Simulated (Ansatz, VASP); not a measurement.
# Two plane-wave programs on HfB

```
Hf B
1.0
     3.43465    0.00000    0.00000
    -1.71733    2.97450    0.00000
     0.00000    0.00000    8.28639
Hf B
3 3
Direct
  0.00000 0.00000 0.00000
  0.33333 0.66667 0.33333
  0.66667 0.33333 0.66667
  0.66667 0.33333 0.16667
  0.00000 0.00000 0.50000
  0.33333 0.66667 0.83333
```

Alike in both runs: functional PBE; k mesh 6 × 6 × 4; occupations gaussian, width 0.1 eV; no spin polarisation.

Ansatz relaxed the structure, and its values are those at the end. VASP's run is a single point on that final structure, the one shown.

|  | VASP | Ansatz |
| --- | --- | --- |
| version | VASP 6.6.1 | Ansatz 0.2.0 |
| potentials or method | VASP PAW PBE potentials, release 64 (Hf_pv, B), cutoff 520 eV | scalar-relativistic, plane waves, PAW |
| valence electrons in the cell | 39 | 87 |

Ansatz gave:

| Item | Value |
| --- | --- |
| gap on the k mesh at the Fermi level (eV) | none |
| pressure (GPa) | 0.1 |

**Question.** What did VASP give for the same quantities?

**Answer.** gap on the k mesh at the Fermi level (eV): none; pressure (GPa): 0.2.

A gap of «none» marks a metal or a gap that the smearing closes. With one functional, cell and mesh, what is left measures potentials, basis and numerics. VASP's potentials hold 39 valence electrons a cell and Ansatz's 87, so a difference there can come from the potentials and not from the codes.

Spin-orbit coupling is off throughout.
